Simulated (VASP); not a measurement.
Input of a VASP 6.6.1 run:

The input INCAR:

```
SYSTEM = Al
PREC = Accurate
ENCUT = 520
EDIFF = 1E-6
ISMEAR = 0
SIGMA = 0.2
LREAL = .FALSE.
LASPH = .TRUE.
NELM = 80
ALGO = Fast
ISIF = 2
LWAVE = .FALSE.
LCHARG = .TRUE.
GGA = PE
LELF = .TRUE.
LVHAR = .TRUE.
NBANDS = 30
```

Contents of KPOINTS:

```
Automatic mesh
0
G
  8 4 2
  0 0 0
```

Contents of POSCAR:

```
Al
1.0
    1.4095601650     -2.4420995486     -0.0002245148
   -4.3908294754     -2.5342914868     -0.0000803004
    0.0019908553      0.0001979992    -13.9737593578
Al
12
Direct
    0.5000409793      0.4993373012      1.0000047838
    0.0002845774     -0.0006962550      0.9999946799
   -0.0000612377      0.6682336238      0.1666719837
    0.5001980683      0.1682355669      0.1666623365
    0.4997634801      0.4990014791      0.3333367399
    0.0000640831     -0.0009840400      0.3333297080
   -0.0002462873      0.6673714170      0.4999874763
    0.4999049889      0.1673646254      0.5000132869
    0.4998767006      0.4983828286      0.6666626727
   -0.0000134842     -0.0016431896      0.6666686658
    0.0000239724      0.6676880491      0.8333291809
    0.5001641592      0.1677085934      0.8333384856
```

Potentials or basis: VASP PAW PBE potentials, release 64 (Al).

Launch:

```bash
$ cat potpaw_PBE.64/Al/POTCAR > POTCAR
$ mpirun -np 1 vasp_std > vasp.out
```

(1) Predict the pressure.

(2) Predict the band gap on the k mesh.

Results:

(1) 0.0 GPa.

(2) zero (band 18 reaches 9.83 eV, above the bottom of band 19 at 5.83 eV).
